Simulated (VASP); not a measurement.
Here is a VASP 6.6.1 calculation.

File INCAR:

```
PREC = Accurate ; ENCUT = 520
EDIFF = 1E-7 ; ISMEAR = -1
SIGMA = 0.15 ; LREAL = Auto
LASPH = True ; NELM = 100
ALGO = Normal ; ISIF = 2
LWAVE = False ; LCHARG = True
GGA = PE ; IVDW = 12
LELF = True ; LVHAR = True
NBANDS = 30
```

The input KPOINTS:

```
regular mesh
0
Gamma
  4 4 3
```

The input POSCAR:

```
Be16H
1.0
   -2.2900000000     -3.9663960000      0.0000000000
    3.4350000000     -1.9831980000      0.0000000000
    0.0000000000      0.0000000000      7.1768600000
Be H
16 1
Direct
    0.7793258117      0.5314573824      0.0291631716
    0.5213260879      0.2967501430      0.2414287028
    0.7047631725      0.5680371660      0.5314441134
    0.4608885630      0.2738674845      0.7453538177
    0.5488345576      0.0120032422     -0.0136271294
    0.2086855765      0.7727772839      0.2490364867
    0.4925439192      0.0310991485      0.4887931491
    0.2463340530      0.8285312901      0.7531009383
    0.3108793461      0.4786357213     -0.0044448408
    0.0060308965      0.2908328247      0.2348938115
    0.2135867659      0.5264377566      0.4806558857
   -0.0054813798      0.3371026609      0.7496593218
    0.0425042092     -0.0320132055     -0.0097257018
    0.6963026674      0.8201843110      0.2574245561
    0.0098948169      0.0051700526      0.5223454268
    0.7580698698      0.8824104809      0.7496175208
    0.7672342079      0.5369334312      0.3268699682
```

Potentials or basis: VASP PAW PBE potentials, release 64 (Be, H).

Run with:

```sh
$ cat potpaw_PBE.64/Be/POTCAR potpaw_PBE.64/H/POTCAR > POTCAR
$ mpirun -np 1 vasp_std > vasp.out
```

Problem. Estimate the pressure.

Solution. -0.5 GPa.

Problem. Estimate the largest force.

Solution. 2.321 eV/Å.

Problem. What does it give for the dispersion energy per atom?

Solution. -0.336 eV.

Forces on the atoms (eV/Å):
```
Be  -0.610  0.253 -1.992
Be   1.288  0.433  0.287
Be  -1.377  0.444 -0.294
Be   1.502 -1.467 -0.429
Be   0.081  0.672  0.913
Be   0.859 -1.295 -0.961
Be  -0.157  0.520  0.603
Be  -1.340 -0.042 -0.626
Be   1.148  1.091  0.070
Be  -0.881 -0.349  0.666
Be  -1.637 -0.118  1.642
Be   0.645 -0.178  0.359
Be   0.977  0.119  0.684
Be   1.613 -1.577 -0.511
Be   0.530  0.178 -1.442
Be  -0.817  0.551  0.484
H   -1.826  0.763  0.547
```

Caveat: the k points lie up to 0.40 Å⁻¹ apart.
